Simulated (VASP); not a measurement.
Crystal: Si.

```
CELL_PARAMETERS angstrom
0.00000 2.19664 2.19664
2.19664 0.00000 2.19664
2.19664 2.19664 0.00000
ATOMIC_POSITIONS crystal
Si 0.00000 0.00000 0.00000
```

This isn't the form of Si at room conditions, which is diamond.

- Program: VASP 6.6.1
- Task: relaxation of cell and atoms
- Functional: r2SCAN
- Potentials or basis: VASP PAW PBE potentials, release 64 (Si)
- Cutoff: 550 eV
- k mesh: 6 × 6 × 6
- Occupations: gaussian, width 0.1 eV
- Spin: no spin polarisation

At the start: pressure -12.3 GPa; volume 21.20 Å³/atom.

Task: Where does the relaxation end?

Result: Over 6 steps the energy falls by 596.1 meV/atom and the volume is 13.37 Å³/atom (-36.9 %); space group Fm-3m (No. 225, to 0.1 Å) before and after.

Step by step:
```tsv
step	energy change (eV)	largest force (eV/Å)	pressure (GPa)	volume (Å³)
1	0.0000	0.0000	-12.32	21.20
2	-0.4004	0.0000	-15.82	16.58
3	-0.2451	0.0000	49.63	10.53
4	-0.5711	0.0000	-7.43	14.36
5	-0.5953	0.0000	1.60	13.18
6	-0.5961	0.0000	-0.20	13.37
```

Final structure:
```
Si
1.0
     0.00000    1.88389    1.88389
     1.88389    0.00000    1.88389
     1.88389    1.88389    0.00000
Si
1
Direct
  0.00000 0.00000 0.00000
```

Caveat: the k points lie up to 0.48 Å⁻¹ apart in the final cell, too coarse for converged energies and pressures of a metal; the volume moved by over 15 % at a fixed basis, so the end points are rough; the PAW data sets were made with another functional, which shifts forces and pressure a little.
